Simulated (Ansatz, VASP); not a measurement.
Two plane-wave programs on SnSe

```
CELL_PARAMETERS angstrom
0.00000 2.94626 2.94626
2.94626 0.00000 2.94626
2.94626 2.94626 0.00000
ATOMIC_POSITIONS crystal
Sn 0.00000 0.00000 0.00000
Se 0.50000 0.50000 0.50000
```

Alike in both runs: functional LDA; k mesh 8 × 8 × 8; no spin polarisation.

Ansatz relaxed the structure, and its values are those at the end. VASP's run is a single point on that final structure, the one shown.

|  | VASP | Ansatz |
| --- | --- | --- |
| version | VASP 6.6.1 | Ansatz 0.2.0 |
| potentials or method | VASP PAW LDA potentials, release 64 (Sn_d, Se), cutoff 500 eV | scalar-relativistic, plane waves, PAW |
| occupations | gaussian, width 0.01 eV | fixed |
| valence electrons in the cell | 20 | 30 |

|  | VASP | Ansatz | Ansatz less VASP |
| --- | --- | --- | --- |
| gap on the k mesh at the Fermi level (eV) | 0.77 | 0.78 | +0.010 |
| least direct gap on the mesh (eV) | 0.92 | 0.90 | -0.021 |
| pressure (GPa) | 0.1 | 0.0 | -0.14 |

LDA's correlation is that of Perdew and Zunger in VASP and of Perdew and Wang (1992) in Ansatz. VASP's potentials hold 20 valence electrons a cell and Ansatz's 30, so a difference there can come from the potentials and not from the codes.
